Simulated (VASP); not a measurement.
# SiO2 (P4_2/mnm) in VASP: a series of runs

The runs below take SiO2 through single point, with r2SCAN.

All numbers are computed with VASP 6.6.1; they aren't measurements. Logs are shortened: lines on timing, memory, paths and dates and some standing lists are left out, and cuts for length are marked.

## 1. The cell of the first run

The structure is tetragonal, space group P4_2/mnm (No. 136). The conventional cell has a = 4.060 Å, b = 4.060 Å, c = 2.714 Å, α = 90.00°, β = 90.00°, γ = 90.00°. Si (site symmetry mmm) has 6 O at 1.74 to 1.76 Å within 2.3 Å. Within 2.3 Å of O (site symmetry m2m) lie 3 Si at 1.74 to 1.76 Å and 1 O at 2.25 Å.

## 2. Single point, r2SCAN (epitaxial xy strain -3.0%)

Contents of POSCAR:

```
SiO2
1.0
    4.0596331347      0.0000000000      0.0000000000
    0.0000000000      4.0596331347      0.0000000000
    0.0000000000      0.0000000000      2.7142416427
Si O
2 4
Direct
    0.0000000000      0.0000000000      0.0000000000
    0.5000000000      0.5000000000      0.5000000000
    0.3036854415      0.3036854415      0.0000000000
    0.1963145585      0.8036854415      0.5000000000
    0.8036854415      0.1963145585      0.5000000000
    0.6963145585      0.6963145585      0.0000000000
```

Contents of INCAR.step1:

```
ALGO = Normal
EDIFF = 1E-4
ENCUT = 520
GGA = PE
ISMEAR = 0
LASPH = T
LCHARG = F
LREAL = F
LWAVE = T
NBANDS = 25
NELM = 100
PREC = Accurate
SIGMA = 0.01
```

Contents of INCAR.step2:

```
ALGO = Normal
EDIFF = 1E-6
ENCUT = 520
ISIF = 2
ISMEAR = 0
ISTART = 1
LASPH = T
LCHARG = F
LMIXTAU = T
LREAL = F
LWAVE = F
METAGGA = R2SCAN
NBANDS = 25
NELM = 100
PREC = Accurate
SIGMA = 0.01
```

Contents of KPOINTS:

```
k-points
0
Gamma
  6 6 10
```

Potentials or basis: VASP PAW PBE potentials, release 64 (Si, O).

Started as:

```bash
cat potpaw_PBE.64/Si/POTCAR potpaw_PBE.64/O/POTCAR > POTCAR
cp INCAR.step1 INCAR
mpirun -np 1 vasp_std > vasp.out
cp INCAR.step2 INCAR
mpirun -np 1 vasp_std > vasp.out
```

OUTCAR:

```text
EDIFF = 1E-6
   ENCUT = 520
   ISIF = 2
   ISMEAR = 0
   ISTART = 1
   LASPH = T
   LREAL = F
   METAGGA = R2SCAN
   NELM = 100
   PREC = Accurate

 ion  position               nearest neighbor table
   1  0.000  0.000  0.000-   3 1.74   6 1.74   5 1.76   4 1.76   4 1.76   5 1.76
   2  0.500  0.500  0.500-   4 1.74   5 1.74   3 1.76   6 1.76   3 1.76   6 1.76
   3  0.304  0.304  0.000-   1 1.74   2 1.76   2 1.76
   4  0.196  0.804  0.500-   2 1.74   1 1.76   1 1.76
   5  0.804  0.196  0.500-   2 1.74   1 1.76   1 1.76
   6  0.696  0.696  0.000-   1 1.74   2 1.76   2 1.76

  LATTYP: Found a simple tetragonal cell.
 ALAT       =     4.0596331347
 C/A-ratio  =     0.6685928390

  Lattice vectors:

 A1 = (   4.0596331347,   0.0000000000,   0.0000000000)
 A2 = (   0.0000000000,   4.0596331347,   0.0000000000)
 A3 = (   0.0000000000,   0.0000000000,   2.7142416427)

Analysis of symmetry for initial positions (statically):
=====================================================================
 Subroutine PRICEL returns:
 Original cell was already a primitive cell.

 Routine SETGRP: Setting up the symmetry group for a
 simple tetragonal supercell.

 Subroutine GETGRP returns: Found 16 space group operations
 (whereof  8 operations were pure point group operations)
 out of a pool of 16 trial point group operations.

The static configuration has the point symmetry D_2h.
 The point group associated with its full space group is D_4h.

Analysis of symmetry for dynamics (positions and initial velocities):
=====================================================================
 Subroutine PRICEL returns:
 Original cell was already a primitive cell.

 Routine SETGRP: Setting up the symmetry group for a
 simple tetragonal supercell.

 Subroutine GETGRP returns: Found 16 space group operations
 (whereof  8 operations were pure point group operations)
 out of a pool of 16 trial point group operations.

The dynamic configuration has the point symmetry D_2h.
 The point group associated with its full space group is D_4h.

 Subroutine INISYM returns: Found 16 space group operations
 (whereof  8 operations are pure point group operations),
 and found     1 'primitive' translations

----------------------------------------------------------------------------------------

                                     Primitive cell

  volume of cell :      44.7324

  direct lattice vectors                    reciprocal lattice vectors
     4.059633135  0.000000000  0.000000000     0.246327677  0.000000000  0.000000000
     0.000000000  4.059633135  0.000000000     0.000000000  0.246327677  0.000000000
     0.000000000  0.000000000  2.714241643     0.000000000  0.000000000  0.368427035

  length of vectors
     4.059633135  4.059633135  2.714241643     0.246327677  0.246327677  0.368427035

  position of ions in fractional coordinates (direct lattice)
     0.000000000  0.000000000  0.000000000
     0.500000000  0.500000000  0.500000000
     0.303685442  0.303685442  0.000000000
     0.196314558  0.803685442  0.500000000
     0.803685442  0.196314558  0.500000000
     0.696314558  0.696314558  0.000000000

  ion indices of the primitive-cell ions
   primitive index   ion index
                 1           1
                 2           2
                 3           3
                 4           4
                 5           5
                 6           6

----------------------------------------------------------------------------------------

 KPOINTS: k-points

Automatic generation of k-mesh.
 Grid dimensions read from file:
 generate k-points for:    6    6   10

 Generating k-lattice:

  Cartesian coordinates                     Fractional coordinates (reciprocal lattice)
     0.041054613  0.000000000  0.000000000     0.166666667  0.000000000  0.000000000
     0.000000000  0.041054613  0.000000000     0.000000000  0.166666667  0.000000000
     0.000000000  0.000000000  0.036842703     0.000000000  0.000000000  0.100000000

  Length of vectors
     0.041054613  0.041054613  0.036842703

  Shift w.r.t. Gamma in fractional coordinates (k-lattice)
     0.000000000  0.000000000  0.000000000

 Subroutine IBZKPT returns following result:
 ===========================================

 Found     60 irreducible k-points:

 Following reciprocal coordinates:
            Coordinates               Weight
  0.000000  0.000000  0.000000      1.000000
  0.166667  0.000000  0.000000      4.000000
  0.333333  0.000000  0.000000      4.000000
  0.500000  0.000000  0.000000      2.000000
  0.166667  0.166667  0.000000      4.000000
  0.333333  0.166667  0.000000      8.000000
[... 16 lines left out ...]
  0.333333  0.000000  0.200000      8.000000
  0.500000  0.000000  0.200000      4.000000
 [... further k-points ...]
   k-points           NKPTS =     60   k-points in BZ     NKDIM =     60   number of bands    NBANDS=     25
   number of dos      NEDOS =    301   number of ions     NIONS =      6
   total plane-waves  NPLWV =  18000
   dimension x,y,z NGX =    30 NGY =   30 NGZ =   20
   dimension x,y,z NGXF=    60 NGYF=   60 NGZF=   40
   ions per type =               2   4
   NGX,Y,Z   is equivalent  to a cutoff of  12.29, 12.29, 12.25 a.u.
   NGXF,Y,Z  is equivalent  to a cutoff of  24.57, 24.57, 24.50 a.u.
 SYSTEM =  unknown system
   PREC   = accura    normal or accurate (medium, high low for compatibility)
   ISTART =      1    job   : 0-new  1-cont  2-samecut
   ICHARG =      0    charge: 1-file 2-atom 10-const
   ISPIN  =      1    spin polarized calculation?
   LNONCOLLINEAR =      F non collinear calculations
   LSORBIT =      F    spin-orbit coupling
   LASPH  =      T    aspherical Exc in radial PAW
   ENCUT  =  520.0 eV  38.22 Ry    6.18 a.u.   7.55  7.55  5.05*2*pi/ulx,y,z
   NELM   =    100;   NELMIN=  2; NELMDL=  0     # of ELM steps
   EDIFF  = 0.1E-05   stopping-criterion for ELM
   LREAL  =      F    real-space projection
   EDIFFG = 0.1E-04   stopping-criterion for IOM
   NSW    =      0    number of steps for IOM
   IBRION =     -1    ionic relax: 0-MD 1-quasi-New 2-CG
   NFREE  =      0    steps in history (QN), initial steepest desc. (CG)
   ISIF   =      2    stress and relaxation
   ISYM   =      2    0-nonsym 1-usesym 2-fastsym
   POTIM  = 0.5000    time-step for ionic-motion
   TEBEG  =    0.0;   TEEND  =   0.0 temperature during run
   PSTRESS=    0.0 pullay stress
   NELECT =      32.0000    total number of electrons
   NUPDOWN=      -1.0000    fix difference up-down
   EMIN   =  10.00;   EMAX   =-10.00  energy-range for DOS
   EFERMI =   0.00;   METHOD = LEGACY
   ISMEAR =     0;   SIGMA  =   0.01  broadening in eV -4-tet -1-fermi 0-gaus
   EFERMI_NEDOS =   21; number of points for ismear=-14 and -15
   IALGO  =     38    algorithm
   IMIX   =      4    mixing-type and parameters
     AMIX     =   0.40;   BMIX     =  1.00
     AMIX_MAG =   1.60;   BMIX_MAG =  1.00
  volume/ion in A,a.u.               =       7.46        50.31
  Fermi-wavevector in a.u.,A,eV,Ry     =   1.464145  2.766833 29.167095  2.143721
  Thomas-Fermi vector in A             =   2.580156
   LORBIT       =      0    0 simple, 1 ext, 2 COOP (PROOUT), +10 PAW based schemes
   METAGGA = R2SCAN    functional components
   LHFCALC =     F    Hartree Fock is set to
   AEXX    =    0.0000 exact exchange contribution
   IVDW    =     0    specifies the selected vdW correction
   LEPSILON=     F    determine dielectric tensor
   LRPA    =     F    only Hartree local field effects (RPA)
 non-spin polarized calculation
 Gauss-broadening in eV      SIGMA  =   0.01
  energy-cutoff  :      520.00
  volume of cell :       44.73
 maximum number of plane-waves:      1226
   NGX = 15   NGY = 15   NGZ = 11

 number of electron      31.9999987 magnetization

 Free energy of the ion-electron system (eV)
  ---------------------------------------------------
  ext. energy  EPLUGINS =         0.00000000
  ---------------------------------------------------
  free energy    TOTEN  =       -58.61823763 eV

  energy without entropy =      -58.61823763  energy(sigma->0) =      -58.61823763

 E-fermi :   8.5515     XC(G=0): -13.1270

 val. band max:        8.4738143360   @ k =   0.0000   0.0000   0.0000
 cond. band min:      15.5494881600   @ k =   0.0000   0.0000   0.0000
 fundamental gap:      7.0756738240
 Fermi energy:         8.5515284078

 k-point     1 :       0.0000    0.0000    0.0000
  band No.  band energies     occupation
      1     -15.4777      2.00000
      2     -11.6080      2.00000
      3     -11.6080      2.00000
      4     -11.1055      2.00000
      5      -2.9659      2.00000
      6       1.7511      2.00000
[... 17 lines left out ...]
     24      25.3455      0.00000
     25      26.1344      0.00000

 k-point     2 :       0.1667    0.0000    0.0000
  band No.  band energies     occupation
      1     -15.3166      2.00000
      2     -12.2245      2.00000
      3     -11.5261      2.00000
      4     -10.8486      2.00000
      5      -2.7193      2.00000
      6       1.1274      2.00000
[... 17 lines left out ...]
     24      24.5143      0.00000
     25      25.9421      0.00000

 k-point     3 :       0.3333    0.0000    0.0000
  band No.  band energies     occupation
      1     -14.8458      2.00000
      2     -13.1825      2.00000
      3     -11.3045      2.00000
      4     -10.8099      2.00000
      5      -2.0743      2.00000
      6      -0.0634      2.00000
[... 552 lines left out ...]
 k-point    23 :       0.3333    0.0000    0.2000
  band No.  band energies     occupation
      1     -14.3650      2.00000
      2     -12.8338      2.00000
      3     -11.1623      2.00000
      4     -10.8525      2.00000
      5      -1.7291      2.00000
      6       0.2299      2.00000
[... 17 lines left out ...]
     24      22.5716      0.00000
     25      24.0899      0.00000

 k-point    24 :       0.5000    0.0000    0.2000
  band No.  band energies     occupation
      1     -13.6770      2.00000
      2     -13.6770      2.00000
      3     -10.9719      2.00000
      4     -10.9719      2.00000
      5      -0.7798      2.00000
      6      -0.7798      2.00000
[... 17 lines left out ...]
     24      22.1393      0.00000
     25      24.0283      0.00000

 [... further k-points ...]

------------------------ aborting loop because EDIFF is reached ----------------------------------------

  FORCE on cell =-STRESS in cart. coord.  units (eV):
  Direction    XX          YY          ZZ          XY          YZ          ZX
  --------------------------------------------------------------------------------------
  -------------------------------------------------------------------------------------
  Total        5.6793617      5.6793617      0.2303743     -0.0000000      0.0000000      0.0000000
  in kB      203.4173656    203.4173656      8.2513026     -0.0000000      0.0000000      0.0000000
  external PRESSURE =     138.3620112 kB  Pullay stress =       0.0000000 kB

 VOLUME and BASIS-vectors are now :
 -----------------------------------------------------------------------------
  energy-cutoff  :      520.00
  volume of cell :       44.73
      direct lattice vectors                 reciprocal lattice vectors
     4.059633135  0.000000000  0.000000000     0.246327677  0.000000000  0.000000000
     0.000000000  4.059633135  0.000000000     0.000000000  0.246327677  0.000000000
     0.000000000  0.000000000  2.714241643     0.000000000  0.000000000  0.368427035

 POSITION                                       TOTAL-FORCE (eV/Angst)
 -----------------------------------------------------------------------------------
      0.00000      0.00000      0.00000         0.000000      0.000000      0.000000
      2.02982      2.02982      1.35712         0.000000      0.000000      0.000000
      1.23285      1.23285      0.00000        -0.004779     -0.004779      0.000000
      0.79697      3.26267      1.35712         0.004779     -0.004779      0.000000
      3.26267      0.79697      1.35712        -0.004779      0.004779      0.000000
      2.82678      2.82678      0.00000         0.004779      0.004779     -0.000000
 -----------------------------------------------------------------------------------
    total drift:                               -0.000000      0.000000     -0.000000

  FREE ENERGIE OF THE ION-ELECTRON SYSTEM (eV)
  ---------------------------------------------------
  free  energy   TOTEN  =       -58.6182376299 eV

  energy  without entropy=      -58.6182376299  energy(sigma->0) =      -58.61823763
```

It took 2 min on 1 thread of Intel Xeon Platinum 8559C (Emerald Rapids), shared host; peak memory 0.18 GiB.

What came out:

```
Free energy            : -58.6182 eV
Pressure               : 13.8 GPa
Largest force          : 0.007 eV/Å
Band gap on the k mesh : 7.08 eV, direct
```

Forces in eV/Å, atoms in the order of the input:
```
Si   0.000  0.000  0.000
Si   0.000  0.000  0.000
O   -0.005 -0.005  0.000
O    0.005 -0.005  0.000
O   -0.005  0.005  0.000
O    0.005  0.005  0.000
```

Stress tensor (GPa, compression positive):
```
20.34  0.00  0.00
 0.00 20.34  0.00
 0.00  0.00  0.83
```

Caveat: the cell differs from its parent crystal (epitaxial xy strain -3.0%); the PAW data sets were made with another functional, which shifts forces and pressure a little. A k mesh can miss the band edges.

## 3. Single point, r2SCAN (epitaxial xy strain -2.0%)

Contents of POSCAR:

```
SiO2
1.0
    4.1014850227      0.0000000000      0.0000000000
    0.0000000000      4.1014850227      0.0000000000
    0.0000000000      0.0000000000      2.6980205547
Si O
2 4
Direct
    0.0000000000      0.0000000000      0.0000000000
    0.5000000000      0.5000000000      0.5000000000
    0.3043210743      0.3043210743      0.0000000000
    0.1956789257      0.8043210743      0.5000000000
    0.8043210743      0.1956789257      0.5000000000
    0.6956789257      0.6956789257      0.0000000000
```

Contents of INCAR.step1:

```
SYSTEM = SiO2
PREC = Accurate
ENCUT = 520
ISMEAR = 0
SIGMA = 0.01
LREAL = .False.
LASPH = .True.
NELM = 100
NBANDS = 25
GGA = PE
ALGO = Normal
EDIFF = 1E-4
LWAVE = .True.
LCHARG = .False.
```

Contents of INCAR.step2:

```
SYSTEM = SiO2
PREC = Accurate
ENCUT = 520
EDIFF = 1E-7
ISMEAR = 0
SIGMA = 0.01
LREAL = .False.
LASPH = .True.
NELM = 100
ALGO = Normal
ISIF = 2
LWAVE = .False.
LCHARG = .True.
METAGGA = R2SCAN
LMIXTAU = .True.
LELF = .True.
LVHAR = .True.
NBANDS = 25
ISTART = 1
```

Contents of KPOINTS:

```
regular mesh
0
Gamma
  6 6 10
  0 0 0
```

Potentials or basis: VASP PAW PBE potentials, release 64 (Si, O).

Started as:

```bash
cat potpaw_PBE.64/Si/POTCAR potpaw_PBE.64/O/POTCAR > POTCAR
cp INCAR.step1 INCAR
mpirun -np 1 vasp_std > vasp.out
cp INCAR.step2 INCAR
mpirun -np 1 vasp_std > vasp.out
```

OUTCAR:

```text
SYSTEM = SiO2
   PREC = Accurate
   ENCUT = 520
   EDIFF = 1E-7
   ISMEAR = 0
   LREAL = .False.
   LASPH = .True.
   NELM = 100
   ISIF = 2
   METAGGA = R2SCAN
   ISTART = 1

 ion  position               nearest neighbor table
   1  0.000  0.000  0.000-   4 1.76   5 1.76   4 1.76   5 1.76   3 1.77   6 1.77
   2  0.500  0.500  0.500-   3 1.76   6 1.76   3 1.76   6 1.76   5 1.77   4 1.77
   3  0.304  0.304  0.000-   2 1.76   2 1.76   1 1.77
   4  0.196  0.804  0.500-   1 1.76   1 1.76   2 1.77
   5  0.804  0.196  0.500-   1 1.76   1 1.76   2 1.77
[... 883 lines left out ...]
  -------------------------------------------------------------------------------------
  Total        3.6365365      3.6365365      0.2545006      0.0000000      0.0000000      0.0000000
  in kB      128.3722122    128.3722122      8.9840457      0.0000000      0.0000000      0.0000000
  external PRESSURE =      88.5761567 kB  Pullay stress =       0.0000000 kB

 VOLUME and BASIS-vectors are now :
 -----------------------------------------------------------------------------
  energy-cutoff  :      520.00
  volume of cell :       45.39
      direct lattice vectors                 reciprocal lattice vectors
     4.101485023  0.000000000  0.000000000     0.243814129  0.000000000  0.000000000
     0.000000000  4.101485023  0.000000000     0.000000000  0.243814129  0.000000000
     0.000000000  0.000000000  2.698020555     0.000000000  0.000000000  0.370642098

 POSITION                                       TOTAL-FORCE (eV/Angst)
 -----------------------------------------------------------------------------------
      0.00000      0.00000      0.00000         0.000000      0.000000      0.000000
      2.05074      2.05074      1.34901         0.000000      0.000000      0.000000
      1.24817      1.24817      0.00000        -0.008905     -0.008905      0.000000
      0.80257      3.29891      1.34901         0.008905     -0.008905      0.000000
      3.29891      0.80257      1.34901        -0.008905      0.008905     -0.000000
      2.85332      2.85332      0.00000         0.008905      0.008905     -0.000000
 -----------------------------------------------------------------------------------
    total drift:                                0.000000      0.000000      0.000000

  FREE ENERGIE OF THE ION-ELECTRON SYSTEM (eV)
  ---------------------------------------------------
  free  energy   TOTEN  =       -58.7137121059 eV

  energy  without entropy=      -58.7137121059  energy(sigma->0) =      -58.71371211
```

Wall time 93 s (1 thread of Intel Xeon Platinum 8559C (Emerald Rapids), shared host); peak memory 0.18 GiB.

Results:

| Quantity | Value |
| --- | --- |
| Free energy | -58.7137 eV |
| Pressure | 8.9 GPa |
| Largest force | 0.013 eV/Å |
| Band gap on the k mesh | 6.88 eV, direct |

Forces on the atoms (eV/Å):
```
Si   0.000  0.000  0.000
Si   0.000  0.000  0.000
O   -0.009 -0.009  0.000
O    0.009 -0.009  0.000
O   -0.009  0.009  0.000
O    0.009  0.009  0.000
```

Caveat: the cell differs from its parent crystal (epitaxial xy strain -2.0%); the PAW data sets were made with another functional, which shifts forces and pressure a little.

(Part 1 of 2 ends here.)
